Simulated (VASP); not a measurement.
**K: relaxation of cell and atoms with PBEsol+D3(BJ)**

The system is K.

```
K
1.0
     4.31044    0.00000    0.00000
     0.00000    4.31044    0.00000
     0.00000    0.00000    4.31044
K
1
Direct
  0.00000 0.00000 0.00000
```

```
Program                : VASP 6.6.1
Task                   : relaxation of cell and atoms
Functional             : PBEsol
Dispersion             : D3(BJ)
Potentials or basis    : VASP PAW PBE potentials, release 64 (K_sv)
Cutoff                 : 600 eV
k mesh                 : 7 × 7 × 7
Occupations            : fermi-dirac, width 0.05 eV
Spin                   : no spin polarisation
Dipole correction      : no
Further INCAR settings : ALGO = Normal; EDIFF = 1e-07; IBRION = 2; EDIFFG = -0.01; NSW = 80; ISIF = 3
```

```
Relaxed volume                         : 69.54 Å³/atom
Relaxed cell                           : a = 4.112 Å, b = 4.112 Å, c = 4.112 Å, α = 90.00°, β = 90.00°, γ = 90.00°
Space group after relaxing (to 0.05 Å) : Pm-3m (No. 221)
Energy gained by relaxing              : 13.4 meV/atom
Ionic steps                            : 4
Pressure after relaxing                : 0.0 GPa
Dispersion energy per atom             : -0.133 eV
```

Step by step:
| step | energy change (eV) | largest force (eV/Å) | pressure (GPa) | volume (Å³) |
| --- | --- | --- | --- | --- |
| 1 | 0.0000 | 0.0000 | -0.37 | 80.09 |
| 2 | -0.0046 | 0.0000 | -0.32 | 77.94 |
| 3 | -0.0128 | 0.0000 | -0.09 | 71.73 |
| 4 | -0.0134 | 0.0000 | 0.01 | 69.54 |

Final structure:
```
K
1.0
     4.11231    0.00000    0.00000
     0.00000    4.11231    0.00000
     0.00000    0.00000    4.11231
K
1
Cartesian
  0.0000 0.0000 0.0000
```

Levels at points of the mesh, in eV from the Fermi level:
| k point | band 1 | band 2 | band 3 | band 4 | band 5 | band 6 | band 7 | band 8 |
| --- | --- | --- | --- | --- | --- | --- | --- | --- |
| (0.00, 0.00, 0.00) | -32.13 | -15.62 | -15.62 | -15.62 | -2.23 | 2.92 | 2.92 | 6.50 |

Run time: 41 s on 1 thread of Intel(R) Xeon(R) Platinum 8559C (Emerald Rapids), on a shared host, peak memory 0.22 GiB.

Caveat: the PAW data sets were made with another functional, which shifts forces and pressure a little; pairwise dispersion overbinds metals, which lowers pressure and volume.
